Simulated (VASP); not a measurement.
# La2Y2O (P3m1) in VASP: single point with PBE

Aim: the single point of La2Y2O with PBE.

Everything below comes from runs of VASP 6.6.1. Logs are shortened: lines on timing, memory, paths and dates and some standing lists are left out, and cuts for length are marked.

**1. The cell of the first run**

It takes space group P3m1 (No. 156, trigonal). The conventional cell has a = 3.750 Å, b = 3.750 Å, c = 11.976 Å, α = 90.00°, β = 90.00°, γ = 120.00°. Within 4.7 Å of La (site symmetry 3m) lie 9 La at 3.58 to 3.75 Å and 1 O at 3.79 Å and 3 Y at 3.86 Å. La (site symmetry 3m) has 9 La at 3.58 to 3.75 Å and 3 Y at 3.74 Å within 4.7 Å. Within 3.0 Å of Y (site symmetry 3m) lie 3 O at 2.24 Å. Within 3.0 Å of Y (site symmetry 3m) lie 1 O at 2.29 Å. Within 3.0 Å of O (site symmetry 3m) lie 4 Y at 2.24 to 2.29 Å.

**2. Single point, PBE**

Contents of INCAR:

```
SYSTEM = La2Y2O
PREC = Accurate
ENCUT = 520
EDIFF = 1E-6
ISMEAR = 0
SIGMA = 0.2
LREAL = .FALSE.
LASPH = .TRUE.
NELM = 100
ALGO = Normal
ISIF = 2
LWAVE = .FALSE.
LCHARG = .TRUE.
GGA = PE
LELF = .TRUE.
LVHAR = .TRUE.
NBANDS = 33
```

Contents of KPOINTS:

```
regular mesh
0
G
  5 5 2
  0 0 0
```

Contents of POSCAR:

```
La2Y2O
1.0
    3.7501011815      0.0000000000      0.0000000000
   -1.8750505908      3.2476828899      0.0000000000
    0.0000000000      0.0000000000     11.9761916185
La Y O
2 2 1
Direct
    0.0000000000      0.0000000000      0.5176006509
    0.3333333333      0.6666666667      0.7552972680
    0.3333333333      0.6666666667      0.2504564143
    0.0000000000      0.0000000000      0.0103785160
    0.0000000000      0.0000000000      0.2012671509
```

Potentials or basis: VASP PAW PBE potentials, release 64 (La, Y_sv, O).

Launch:

```console
$ cat potpaw_PBE.64/La/POTCAR potpaw_PBE.64/Y_sv/POTCAR potpaw_PBE.64/O/POTCAR > POTCAR
$ mpirun -np 1 vasp_std > vasp.out
```

OUTCAR:

```text
SYSTEM = La2Y2O
   PREC = Accurate
   ENCUT = 520
   EDIFF = 1E-6
   ISMEAR = 0
   LREAL = .FALSE.
   LASPH = .TRUE.
   NELM = 100
   ISIF = 2
   GGA = PE

 ion  position               nearest neighbor table
   1  0.000  0.000  0.518-   2 3.58   2 3.58   2 3.58   3 3.86   3 3.86   3 3.86
   2  0.333  0.667  0.755-   1 3.58   1 3.58   1 3.58   4 3.74   4 3.74   4 3.74
   3  0.333  0.667  0.250-   5 2.24   5 2.24   5 2.24   4 3.60   4 3.60   4 3.60   1 3.86   1 3.86
                             1 3.86
   4  0.000  0.000  0.010-   5 2.29   3 3.60   3 3.60   3 3.60   2 3.74   2 3.74   2 3.74
   5  0.000  0.000  0.201-   3 2.24   3 2.24   3 2.24   4 2.29

  LATTYP: Found a hexagonal cell.
 ALAT       =     3.7501011815
 C/A-ratio  =     3.1935649303

  Lattice vectors:

 A1 = (   3.7501011815,   0.0000000000,   0.0000000000)
 A2 = (  -1.8750505908,   3.2476828899,   0.0000000000)
 A3 = (   0.0000000000,   0.0000000000,  11.9761916185)

Analysis of symmetry for initial positions (statically):
=====================================================================
 Subroutine PRICEL returns:
 Original cell was already a primitive cell.

 Routine SETGRP: Setting up the symmetry group for a
 hexagonal supercell.

 Subroutine GETGRP returns: Found  6 space group operations
 (whereof  6 operations were pure point group operations)
 out of a pool of 24 trial point group operations.

The static configuration has the point symmetry C_3v.

Analysis of symmetry for dynamics (positions and initial velocities):
=====================================================================
 Subroutine PRICEL returns:
 Original cell was already a primitive cell.

 Routine SETGRP: Setting up the symmetry group for a
 hexagonal supercell.

 Subroutine GETGRP returns: Found  6 space group operations
 (whereof  6 operations were pure point group operations)
 out of a pool of 24 trial point group operations.

The dynamic configuration has the point symmetry C_3v.

 Subroutine INISYM returns: Found  6 space group operations
 (whereof  6 operations are pure point group operations),
 and found     1 'primitive' translations

----------------------------------------------------------------------------------------

                                     Primitive cell

  volume of cell :     145.8597

  direct lattice vectors                    reciprocal lattice vectors
     3.750101181  0.000000000  0.000000000     0.266659472  0.153955918  0.000000000
[... 78 lines left out ...]
   LREAL  =      F    real-space projection
   EDIFFG = 0.1E-04   stopping-criterion for IOM
   NSW    =      0    number of steps for IOM
   IBRION =     -1    ionic relax: 0-MD 1-quasi-New 2-CG
   NFREE  =      0    steps in history (QN), initial steepest desc. (CG)
   ISIF   =      2    stress and relaxation
   ISYM   =      2    0-nonsym 1-usesym 2-fastsym
   POTIM  = 0.5000    time-step for ionic-motion
   TEBEG  =    0.0;   TEEND  =   0.0 temperature during run
   PSTRESS=    0.0 pullay stress
   NELECT =      50.0000    total number of electrons
   NUPDOWN=      -1.0000    fix difference up-down
   EMIN   =  10.00;   EMAX   =-10.00  energy-range for DOS
   EFERMI =   0.00;   METHOD = LEGACY
   ISMEAR =     0;   SIGMA  =   0.20  broadening in eV -4-tet -1-fermi 0-gaus
   EFERMI_NEDOS =   21; number of points for ismear=-14 and -15
   IALGO  =     38    algorithm
   IMIX   =      4    mixing-type and parameters
     AMIX     =   0.40;   BMIX     =  1.00
     AMIX_MAG =   1.60;   BMIX_MAG =  1.00
  volume/ion in A,a.u.               =      29.17       196.86
  Fermi-wavevector in a.u.,A,eV,Ry     =   1.145741  2.165136 17.860667  1.312722
  Thomas-Fermi vector in A             =   2.282428
   LORBIT       =      0    0 simple, 1 ext, 2 COOP (PROOUT), +10 PAW based schemes
   GGA     = PE    functional components
   LHFCALC =     F    Hartree Fock is set to
   AEXX    =    0.0000 exact exchange contribution
   IVDW    =     0    specifies the selected vdW correction
   LEPSILON=     F    determine dielectric tensor
   LRPA    =     F    only Hartree local field effects (RPA)
 non-spin polarized calculation
 Gauss-broadening in eV      SIGMA  =   0.20
  energy-cutoff  :      520.00
  volume of cell :      145.86
 maximum number of plane-waves:      3958
 NGX is ok and might be reduce to    28
   NGX = 13   NGY = 13   NGZ = 45

 number of electron      50.0000001 magnetization

 Free energy of the ion-electron system (eV)
  ---------------------------------------------------
  ext. energy  EPLUGINS =         0.00000000
  ---------------------------------------------------
  free energy    TOTEN  =       -33.17890174 eV

  energy without entropy =      -33.05685075  energy(sigma->0) =      -33.11787624

 E-fermi :   5.7672     XC(G=0):  -9.5681

 val. band max:        5.7557627895   @ k =   0.2000  -0.0000   0.5000
 cond. band min:       5.7857897315   @ k =   0.4000   0.2000   0.5000
 fundamental gap:      0.0300269419
 Fermi energy:         5.7671879220

 k-point     1 :       0.0000    0.0000    0.0000
  band No.  band energies     occupation
      1     -37.2950      2.00000
      2     -37.1516      2.00000
      3     -27.0066      2.00000
      4     -26.8297      2.00000
      5     -17.6489      2.00000
      6     -17.2366      2.00000
[... 349 lines left out ...]
     32       7.5206      0.00000
     33       7.5439      0.00000

------------------------ aborting loop because EDIFF is reached ----------------------------------------

  FORCE on cell =-STRESS in cart. coord.  units (eV):
  Direction    XX          YY          ZZ          XY          YZ          ZX
  --------------------------------------------------------------------------------------
  -------------------------------------------------------------------------------------
  Total        0.3733642      0.3733642      0.5519078     -0.0000000      0.0000000     -0.0000000
  in kB        4.1011719      4.1011719      6.0623611     -0.0000000      0.0000000     -0.0000000
  external PRESSURE =       4.7549016 kB  Pullay stress =       0.0000000 kB

 VOLUME and BASIS-vectors are now :
 -----------------------------------------------------------------------------
  energy-cutoff  :      520.00
  volume of cell :      145.86
      direct lattice vectors                 reciprocal lattice vectors
     3.750101181  0.000000000  0.000000000     0.266659472  0.153955918  0.000000000
    -1.875050591  3.247682890  0.000000000     0.000000000  0.307911836  0.000000000
     0.000000000  0.000000000 11.976191618     0.000000000  0.000000000  0.083498998

 POSITION                                       TOTAL-FORCE (eV/Angst)
 -----------------------------------------------------------------------------------
      0.00000      0.00000      6.19888        -0.000000      0.000000     -0.014515
     -0.00000      2.16512      9.04558         0.000000     -0.000000      0.013119
     -0.00000      2.16512      2.99951        -0.000000      0.000000      0.018903
      0.00000      0.00000      0.12430         0.000000      0.000000      0.039676
      0.00000      0.00000      2.41041        -0.000000      0.000000     -0.057182
 -----------------------------------------------------------------------------------
    total drift:                                0.000000     -0.000000      0.000848

  FREE ENERGIE OF THE ION-ELECTRON SYSTEM (eV)
  ---------------------------------------------------
  free  energy   TOTEN  =       -33.1789017360 eV

  energy  without entropy=      -33.0568507521  energy(sigma->0) =      -33.11787624
```

It took 3.7 min on 1 thread of Intel Xeon 6975P-C (Granite Rapids), shared host; peak memory 0.28 GiB.

What came out:

```
Free energy            : -33.1789 eV
Pressure               : 0.5 GPa
Largest force          : 0.057 eV/Å
Band gap on the k mesh : zero (bands 25 and 26 overlap by 1.00 eV)
```

Forces on the atoms (eV/Å):
```
La   0.000  0.000 -0.015
La   0.000  0.000  0.013
Y    0.000  0.000  0.019
Y    0.000  0.000  0.040
O    0.000  0.000 -0.057
```

Stress tensor (GPa, compression positive):
```
0.41 0.00 0.00
0.00 0.41 0.00
0.00 0.00 0.61
```

Levels at points of the mesh, in eV from the Fermi level:
```tsv
k point	band 22	band 23	band 24	band 25	band 26	band 27	band 28	band 29
(0.00, 0.00, 0.00)	-2.24	-1.86	-0.69	0.95	1.34	1.34	1.41	1.41
(0.00, 0.00, 0.50)	-2.69	-1.72	-0.35	0.66	1.30	1.30	1.42	1.47
```

Caveat: the k points lie up to 0.39 Å⁻¹ apart, too coarse for converged energies and pressures of a metal; spin-orbit coupling is left out, which moves the levels of the heavy elements.
